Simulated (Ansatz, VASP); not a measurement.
# Two plane-wave programs on AlN

```
Al N
1.0
     3.10654    0.00000    0.00000
    -1.55327    2.69035    0.00000
     0.00000    0.00000    4.97816
Al N
2 2
Cartesian
  1.5533 0.8968 2.4851
  0.0000 1.7936 4.9742
  1.5533 0.8968 4.3848
  0.0000 1.7936 1.8957
```

Alike in both runs: functional r2SCAN; k mesh 9 × 9 × 4; occupations gaussian, width 0.02 eV; no spin polarisation.

Ansatz relaxed the structure, and its values are those at the end. VASP's run is a single point on that final structure, the one shown.

```csv
,VASP,Ansatz
version,VASP 6.6.1,Ansatz 0.2.0
potentials or method,"VASP PAW PBE potentials, release 64 (Al, N), cutoff 520 eV","scalar-relativistic, plane waves, PAW"
valence electrons in the cell,16,16
```

Ansatz gave:

```
gap on the k mesh at the Fermi level (eV) : 4.87
least direct gap on the mesh (eV)         : 4.87
pressure (GPa)                            : 0.0
```

Task: What did VASP give for the same quantities?

Result: gap on the k mesh at the Fermi level (eV): 4.92; least direct gap on the mesh (eV): 4.92; pressure (GPa): -0.4.

VASP's potentials were made for PBE, not for r2SCAN. The functional is the same, so the differences come from potentials, cutoffs and numerics.
